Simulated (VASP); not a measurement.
Input of a VASP 6.6.1 run:

INCAR

```
SYSTEM = SrCu2Sb2
ALGO = Normal
EDIFF = 1E-6
ENCUT = 600
GGA = PS
GGA_COMPAT = .False.
ISIF = 2
ISMEAR = 0
LASPH = .True.
LCHARG = .False.
LREAL = .False.
LWAVE = .False.
NBANDS = 53
NELM = 120
PREC = Accurate
SIGMA = 0.1
```

KPOINTS

```
k-points
0
Gamma
  8 8 4
  0 0 0
```

The input POSCAR:

```
SrCu2Sb2
1.0
    4.3777322429      0.0000000000      0.0000000000
    0.0000000000      4.3777322429      0.0000000000
    0.0000000000      0.0000000000     10.3282722322
Sr Cu Sb
2 4 4
Direct
    0.5000000000      0.0000000000      0.2391189655
    0.0000000000      0.5000000000      0.7608810345
    0.5000000000      0.0000000000      0.6335650900
    0.0000000000      0.0000000000      0.0000000000
    0.0000000000      0.5000000000      0.3664349100
    0.5000000000      0.5000000000      0.0000000000
    0.0000000000      0.5000000000      0.1291409529
    0.5000000000      0.5000000000      0.5000000000
    0.0000000000      0.0000000000      0.5000000000
    0.5000000000      0.0000000000      0.8708590471
```

Potentials or basis: VASP PAW PBE potentials, release 64 (Sr_sv, Cu, Sb).

Command:

```bash
$ cat potpaw_PBE.64/Sr_sv/POTCAR potpaw_PBE.64/Cu/POTCAR potpaw_PBE.64/Sb/POTCAR > POTCAR
$ mpirun -np 1 vasp_std > vasp.out
```

Task: Estimate the pressure.

Result: 8.9 GPa.

Task: Predict the largest force.

Result: 0.032 eV/Å.

Forces in eV/Å, atoms in the order of the input:
```
Sr   0.000  0.000 -0.002
Sr   0.000  0.000  0.002
Cu   0.000  0.000  0.032
Cu   0.000  0.000  0.000
Cu   0.000  0.000 -0.032
Cu   0.000  0.000  0.000
Sb   0.000  0.000  0.013
Sb   0.000  0.000  0.000
Sb   0.000  0.000  0.000
Sb   0.000  0.000 -0.013
```

Caveat: the cell stands under pressure; the PAW data sets were made with another functional, which shifts forces and pressure a little.
